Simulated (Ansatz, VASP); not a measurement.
**Two plane-wave programs on Li**

The input INCAR:

```
SYSTEM = Li
ALGO     = Normal         ! electronic algorithm
EDIFF    = 1E-6           ! SCF threshold, eV
EDIFFG   = -0.002         ! ionic threshold
ENCUT    = 600            ! plane-wave cutoff, eV
GGA      = PS             ! functional
IBRION   = 2              ! ionic algorithm
ISIF     = 3              ! what is computed and relaxed
ISMEAR   = -1             ! smearing method
LASPH    = .TRUE.         ! aspherical terms in the spheres
LCHARG   = .FALSE.        ! write CHGCAR
LREAL    = .FALSE.        ! projectors in reciprocal space
LWAVE    = .FALSE.        ! write WAVECAR
NELM     = 80             ! most SCF steps
NSW      = 100            ! ionic steps
PREC     = Accurate       ! precision mode
SIGMA    = 0.1            ! smearing width, eV
```

File KPOINTS:

```
k-points
0
G
  18 18 10
  0 0 0
```

POSCAR

```
Li
1.0
    3.1110000000      0.0000000000      0.0000000000
   -1.5555000000      2.6942050312      0.0000000000
    0.0000000000      0.0000000000      5.0930000000
Li
2
Direct
    0.3333333333      0.6666666667      0.2500000000
    0.6666666667      0.3333333333      0.7500000000
```

Input for Ansatz:

```yaml
crystal:
  lattice:
    - [3.11100000001, 0.0, 0.0]
    - [-1.55550000001, 2.69420503118, 0.0]
    - [0.0, 0.0, 5.093]
  atoms:
    - { symbol: Li, position: [0.333333333333, 0.666666666667, 0.25] }
    - { symbol: Li, position: [0.666666666667, 0.333333333333, 0.75] }
kpoints:
  mp_grid: { grid: [18, 18, 10] }
scf:
  occupations: { method: fermi_dirac, width: 0.1 }
hamiltonian:
  xc: pbesol
  pseudopotentials: { kind: paw }
relax:
  f_tol: 0.002
  max_steps: 80
  cell: {}
output:
  forces: true
  stress: true
```

Alike in both runs: task relaxation of cell and atoms; functional PBEsol; k mesh 18 × 18 × 10; occupations fermi-dirac, width 0.1 eV; no spin polarisation.

|  | VASP | Ansatz |
| --- | --- | --- |
| version | VASP 6.6.1 | Ansatz 0.2.0 |
| potentials or method | VASP PAW PBE potentials, release 64 (Li_sv) | PAW with Ansatz's default frozen-core files, scalar-relativistic |
| plane-wave cutoff (eV) | 600 | 420 |
| valence electrons in the cell | 6 | 6 |

```csv
,VASP,Ansatz,Ansatz less VASP
relaxed volume (Å³/atom),20.00,20.19,+0.187
relaxed cell length with the largest relative difference (Å),3.043,3.053,+0.0095
```

VASP's potentials were made for PBE, not for PBEsol.

Noted on VASP's run: the cutoff is short for stress, so the pressure is rough.
